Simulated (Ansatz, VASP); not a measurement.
# Re: VASP beside Ansatz

```
Re
1.0
     2.77482    0.00000    0.00000
    -1.38741    2.40307    0.00000
     0.00000    0.00000    4.48422
Re
2
Direct
  0.34186 0.68373 0.22291
  0.65814 0.31627 0.77709
```

Change from the starting cell: mode 4 frozen in at -0.121 Å and mode 6 at +0.041 Å (largest displacements).

Alike in both runs: task single point; functional PBE; k mesh 18 × 18 × 10; occupations gaussian, width 0.15 eV; no spin polarisation.

```csv
,VASP,Ansatz
version,VASP 6.6.1,Ansatz 0.2.0
potentials or method,"VASP PAW PBE potentials, release 64 (Re), cutoff 520 eV","scalar-relativistic, plane waves, PAW"
valence electrons in the cell,14,30
```

Ansatz gave:

| Item | Value |
| --- | --- |
| gap on the k mesh at the Fermi level (eV) | none |
| pressure (GPa) | 9.8 |
| traceless stress, the component that is largest in VASP (GPa) | 5.45 |
| rms of the force components (eV/Å) | 1.543 |

Task: Which values does VASP return?

Result: gap on the k mesh at the Fermi level (eV): none; pressure (GPa): 9.4; traceless stress, the component that is largest in VASP (GPa): 5.12; rms of the force components (eV/Å): 1.481.

Atom by atom the forces differ by 0.062 eV/Å (rms over components). A gap of «none» marks a metal or a gap that the smearing closes. With one functional, cell and mesh, what is left measures potentials, basis and numerics. VASP's potentials hold 14 valence electrons a cell and Ansatz's 30, so a difference there can come from the potentials and not from the codes.

Spin-orbit coupling is off throughout.
